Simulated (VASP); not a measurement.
# CdS (Greenockite) (P6_3mc) in VASP: settings compared, part 2 of 2

VASP 6.6.1. The steps go on from the part before.

**3. Density of states, PBE**

File POSCAR:

```
CdS
1.0
    4.1500000000      0.0000000000      0.0000000000
   -2.0750000000      3.5940054257      0.0000000000
    0.0000000000      0.0000000000      6.7370000000
Cd S
2 2
Direct
    0.6666666667      0.3333333333      0.5000000000
    0.3333333333      0.6666666667      0.0000000000
    0.6666666667      0.3333333333      0.8750000000
    0.3333333333      0.6666666667      0.3750000000
```

File INCAR.step1:

```
SYSTEM = CdS
PREC = Accurate ; ENCUT = 520
EDIFF = 1E-7 ; ISMEAR = -1
SIGMA = 0.05 ; LREAL = .False.
LASPH = .True. ; NELM = 80
ALGO = Normal ; ISIF = 2
LWAVE = .False. ; LCHARG = .True.
GGA = PE ; NBANDS = 26
```

File KPOINTS.step1:

```
regular mesh
0
Gamma
  4 4 3
  0 0 0
```

File INCAR.step2:

```
SYSTEM = CdS
PREC = Accurate ; ENCUT = 520
EDIFF = 1E-7 ; ISMEAR = -5
SIGMA = 0.05 ; LREAL = .False.
LASPH = .True. ; NELM = 80
ALGO = Normal ; ISIF = 2
LWAVE = .False. ; LCHARG = .False.
GGA = PE ; LORBIT = 10
NEDOS = 2001 ; ICHARG = 11
```

File KPOINTS.step2:

```
regular mesh
0
Gamma
  6 6 5
  0 0 0
```

Potentials or basis: VASP PAW PBE potentials, release 64 (Cd, S).

On the command line:

```bash
$ cat potpaw_PBE.64/Cd/POTCAR potpaw_PBE.64/S/POTCAR > POTCAR
$ cp INCAR.step1 INCAR
$ cp KPOINTS.step1 KPOINTS
$ mpirun -np 1 vasp_std > vasp.out
$ cp INCAR.step2 INCAR
$ cp KPOINTS.step2 KPOINTS
$ mpirun -np 1 vasp_std > vasp.out
```

OUTCAR:

```text
SYSTEM = CdS
   PREC = Accurate
   ENCUT = 520
   EDIFF = 1E-7
   ISMEAR = -5
   LREAL = .False.
   LASPH = .True.
   NELM = 80
   ISIF = 2
   GGA = PE
   LORBIT = 10
   ICHARG = 11

 ion  position               nearest neighbor table
   1  0.667  0.333  0.500-   3 2.53   4 2.54   4 2.54   4 2.54
   2  0.333  0.667  0.000-   4 2.53   3 2.54   3 2.54   3 2.54
   3  0.667  0.333  0.875-   1 2.53   2 2.54   2 2.54   2 2.54
   4  0.333  0.667  0.375-   2 2.53   1 2.54   1 2.54   1 2.54

  LATTYP: Found a hexagonal cell.
 ALAT       =     4.1500000000
 C/A-ratio  =     1.6233734940

  Lattice vectors:

 A1 = (   4.1500000000,   0.0000000000,   0.0000000000)
 A2 = (  -2.0750000000,   3.5940054257,   0.0000000000)
 A3 = (   0.0000000000,   0.0000000000,   6.7370000000)

Analysis of symmetry for initial positions (statically):
=====================================================================
 Subroutine PRICEL returns:
 Original cell was already a primitive cell.

 Routine SETGRP: Setting up the symmetry group for a
 hexagonal supercell.

 Subroutine GETGRP returns: Found 12 space group operations
 (whereof  6 operations were pure point group operations)
 out of a pool of 24 trial point group operations.

The static configuration has the point symmetry C_3v.
 The point group associated with its full space group is C_6v.

Analysis of symmetry for dynamics (positions and initial velocities):
=====================================================================
 Subroutine PRICEL returns:
 Original cell was already a primitive cell.

 Routine SETGRP: Setting up the symmetry group for a
 hexagonal supercell.

 Subroutine GETGRP returns: Found 12 space group operations
 (whereof  6 operations were pure point group operations)
 out of a pool of 24 trial point group operations.

The dynamic configuration has the point symmetry C_3v.
 The point group associated with its full space group is C_6v.

 Subroutine INISYM returns: Found 12 space group operations
 (whereof  6 operations are pure point group operations),
 and found     1 'primitive' translations

----------------------------------------------------------------------------------------

                                     Primitive cell

  volume of cell :     100.4832

  direct lattice vectors                    reciprocal lattice vectors
     4.150000000  0.000000000  0.000000000     0.240963855  0.139120547  0.000000000
    -2.075000000  3.594005426  0.000000000     0.000000000  0.278241094  0.000000000
     0.000000000  0.000000000  6.737000000     0.000000000  0.000000000  0.148434021

  length of vectors
     4.150000000  4.150000000  6.737000000     0.278241094  0.278241094  0.148434021

  position of ions in fractional coordinates (direct lattice)
     0.666666667  0.333333333  0.500000000
     0.333333333  0.666666667  0.000000000
     0.666666667  0.333333333  0.875000000
     0.333333333  0.666666667  0.375000000

  ion indices of the primitive-cell ions
   primitive index   ion index
                 1           1
                 2           2
                 3           3
                 4           4
[... 34 lines left out ...]
  0.500000 -0.000000  0.000000      3.000000
  0.166667  0.166667  0.000000      6.000000
  0.333333  0.166667  0.000000     12.000000
[... 13 lines left out ...]
  0.333333  0.166667  0.400000     24.000000
  0.333333  0.333333  0.400000      4.000000
   k-points           NKPTS =     21   k-points in BZ     NKDIM =     21   number of bands    NBANDS=     22
   number of dos      NEDOS =   2001   number of ions     NIONS =      4
   total plane-waves  NPLWV =  51200
   dimension x,y,z NGX =    32 NGY =   32 NGZ =   50
   dimension x,y,z NGXF=    64 NGYF=   64 NGZF=  100
   ions per type =               2   2
   NGX,Y,Z   is equivalent  to a cutoff of  12.82, 12.82, 12.34 a.u.
   NGXF,Y,Z  is equivalent  to a cutoff of  25.64, 25.64, 24.68 a.u.
 SYSTEM =  CdS
   PREC   = accura    normal or accurate (medium, high low for compatibility)
   ISTART =      0    job   : 0-new  1-cont  2-samecut
   ICHARG =     11    charge: 1-file 2-atom 10-const
   ISPIN  =      1    spin polarized calculation?
   LNONCOLLINEAR =      F non collinear calculations
   LSORBIT =      F    spin-orbit coupling
   LASPH  =      T    aspherical Exc in radial PAW
   ENCUT  =  520.0 eV  38.22 Ry    6.18 a.u.   7.72  7.72 12.53*2*pi/ulx,y,z
   NELM   =     80;   NELMIN=  2; NELMDL=  0     # of ELM steps
   EDIFF  = 0.1E-06   stopping-criterion for ELM
   LREAL  =      F    real-space projection
   EDIFFG = 0.1E-05   stopping-criterion for IOM
   NSW    =      0    number of steps for IOM
   IBRION =     -1    ionic relax: 0-MD 1-quasi-New 2-CG
   NFREE  =      0    steps in history (QN), initial steepest desc. (CG)
   ISIF   =      2    stress and relaxation
   ISYM   =      2    0-nonsym 1-usesym 2-fastsym
   POTIM  = 0.5000    time-step for ionic-motion
   TEBEG  =    0.0;   TEEND  =   0.0 temperature during run
   PSTRESS=    0.0 pullay stress
   NELECT =      36.0000    total number of electrons
   NUPDOWN=      -1.0000    fix difference up-down
   EMIN   =  10.00;   EMAX   =-10.00  energy-range for DOS
   EFERMI =   0.00;   METHOD = LEGACY
   ISMEAR =    -5;   SIGMA  =   0.05  broadening in eV -4-tet -1-fermi 0-gaus
   EFERMI_NEDOS =   21; number of points for ismear=-14 and -15
   IALGO  =     38    algorithm
   IMIX   =      4    mixing-type and parameters
     AMIX     =   0.40;   BMIX     =  1.00
     AMIX_MAG =   1.60;   BMIX_MAG =  1.00
  volume/ion in A,a.u.               =      25.12       169.52
  Fermi-wavevector in a.u.,A,eV,Ry     =   1.162727  2.197236 18.394190  1.351935
  Thomas-Fermi vector in A             =   2.299285
   LORBIT       =     10    0 simple, 1 ext, 2 COOP (PROOUT), +10 PAW based schemes
   GGA     = PE    functional components
   LHFCALC =     F    Hartree Fock is set to
   AEXX    =    0.0000 exact exchange contribution
   IVDW    =     0    specifies the selected vdW correction
   LEPSILON=     F    determine dielectric tensor
   LRPA    =     F    only Hartree local field effects (RPA)
 non-spin polarized calculation
 Fermi weights with tetrahedron method with Bloechl corrections
  energy-cutoff  :      520.00
  volume of cell :      100.48
 maximum number of plane-waves:      2731
 NGX is ok and might be reduce to    32

 number of electron      35.9999996 magnetization

 Free energy of the ion-electron system (eV)
  ---------------------------------------------------
  ext. energy  EPLUGINS =         0.00000000
  ---------------------------------------------------
  free energy    TOTEN  =       -12.26693605 eV

  energy without entropy =      -12.26693605  energy(sigma->0) =      -12.26693605

 E-fermi :   1.2214     XC(G=0):  -9.0802

 val. band max:        1.2174204284   @ k =   0.0000   0.0000   0.0000
 cond. band min:       2.4106832078   @ k =   0.0000   0.0000   0.0000
 fundamental gap:      1.1932627794
 Fermi energy:         1.2214266981

 k-point     1 :       0.0000    0.0000    0.0000
  band No.  band energies     occupation
      1     -11.0782      2.00000
      2     -10.6530      2.00000
      3      -6.4680      2.00000
      4      -6.4451      2.00000
      5      -6.4451      2.00000
      6      -6.3595      2.00000
[... 514 lines left out ...]
     21       6.8890      0.00000
     22       7.7183      0.00000

------------------------ aborting loop because EDIFF is reached ----------------------------------------

  FORCE on cell =-STRESS in cart. coord.  units (eV):
  Direction    XX          YY          ZZ          XY          YZ          ZX
  --------------------------------------------------------------------------------------
  -------------------------------------------------------------------------------------
  Total        1.2765192      1.2765192      1.6712206      0.0000000      0.0000000      0.0000000
  in kB       20.3537562     20.3537562     26.6471636      0.0000000      0.0000000      0.0000000
  external PRESSURE =      22.4515587 kB  Pullay stress =       0.0000000 kB

 VOLUME and BASIS-vectors are now :
 -----------------------------------------------------------------------------
  energy-cutoff  :      520.00
  volume of cell :      100.48
      direct lattice vectors                 reciprocal lattice vectors
     4.150000000  0.000000000  0.000000000     0.240963855  0.139120547  0.000000000
    -2.075000000  3.594005426  0.000000000     0.000000000  0.278241094  0.000000000
     0.000000000  0.000000000  6.737000000     0.000000000  0.000000000  0.148434021

 POSITION                                       TOTAL-FORCE (eV/Angst)
 -----------------------------------------------------------------------------------
      2.07500      1.19800      3.36850        -0.000000      0.000000     -0.068994
     -0.00000      2.39600      0.00000         0.000000      0.000000     -0.068994
      2.07500      1.19800      5.89487         0.000000      0.000000      0.068994
     -0.00000      2.39600      2.52637        -0.000000     -0.000000      0.068994
 -----------------------------------------------------------------------------------
    total drift:                               -0.000000     -0.000000      0.005337

  FREE ENERGIE OF THE ION-ELECTRON SYSTEM (eV)
  ---------------------------------------------------
  free  energy   TOTEN  =       -12.2669360481 eV

  energy  without entropy=      -12.2669360481  energy(sigma->0) =      -12.26693605

 total charge

# of ion       s       p       d       tot
------------------------------------------
    1        0.423   0.320   9.565  10.308
    2        0.423   0.320   9.565  10.308
    3        1.323   2.398   0.000   3.721
    4        1.323   2.398   0.000   3.721
--------------------------------------------------
tot          3.492   5.435  19.130  28.057
```

Run time: 30 s. Hardware: 1 thread of AMD EPYC 9R45 (Zen 5), shared host; peak memory 0.18 GiB.

What came out:

```
Valence electrons inside the program's atomic spheres : Cd 10.31; S 3.72
```

Levels at points of the mesh, in eV from the valence-band top:
```csv
k point,band 16,band 17,band 18,band 19,band 20,band 21
"(0.00, 0.00, 0.00)",-0.04,0.00,0.00,1.19,2.78,6.47
"(0.50, 0.00, 0.00)",-1.85,-1.29,-0.73,3.71,3.88,5.11
```

Caveat: the k points lie up to 0.44 Å⁻¹ apart.

**4. Density of states, BLYP**

POSCAR is that of step 3.

File INCAR.step1:

```
AGGAC = 1.0 ; AGGAX = 1.0
ALDAC = 0.0 ; ALDAX = 1.0
ALGO = Normal ; EDIFF = 1E-6
ENCUT = 520 ; GGA = B5
ISIF = 2 ; ISMEAR = -1
LASPH = T ; LCHARG = T
LREAL = F ; LWAVE = F
NBANDS = 26 ; NELM = 100
PREC = Accurate ; SIGMA = 0.05
```

File KPOINTS.step1:

```
k-points
0
Gamma
  4 4 3
```

File INCAR.step2:

```
AGGAC = 1.0 ; AGGAX = 1.0
ALDAC = 0.0 ; ALDAX = 1.0
ALGO = Normal ; EDIFF = 1E-6
ENCUT = 520 ; GGA = B5
ICHARG = 11 ; ISIF = 2
ISMEAR = -5 ; LASPH = T
LCHARG = F ; LORBIT = 10
LREAL = F ; LWAVE = F
NEDOS = 2001 ; NELM = 100
PREC = Accurate ; SIGMA = 0.05
```

File KPOINTS.step2:

```
k-points
0
Gamma
  6 6 5
```

On the command line:

```bash
$ cat potpaw_PBE.64/Cd/POTCAR potpaw_PBE.64/S/POTCAR > POTCAR
$ cp INCAR.step1 INCAR
$ cp KPOINTS.step1 KPOINTS
$ mpirun -np 1 vasp_std > vasp.out
$ cp INCAR.step2 INCAR
$ cp KPOINTS.step2 KPOINTS
$ mpirun -np 1 vasp_std > vasp.out
```

It took 51 s on 1 thread of AMD EPYC 9R45 (Zen 5), shared host; peak memory 0.18 GiB.

The run converged. Its results:

| Quantity | Value |
| --- | --- |
| Valence electrons inside the program's atomic spheres | Cd 10.32; S 3.75 |

Levels at points of the mesh, in eV from the valence-band top:
| k point | band 15 | band 16 | band 17 | band 18 | band 19 | band 20 | band 21 | band 22 |
| --- | --- | --- | --- | --- | --- | --- | --- | --- |
| (0.00, 0.00, 0.00) | -0.75 | -0.04 | 0.00 | 0.00 | 1.16 | 2.76 | 6.47 | 6.47 |
| (0.50, 0.00, 0.00) | -2.59 | -1.83 | -1.26 | -0.72 | 3.67 | 3.89 | 5.17 | 6.36 |

Caveat: the k points lie up to 0.44 Å⁻¹ apart; the PAW data sets were made with another functional, which shifts forces and pressure a little.
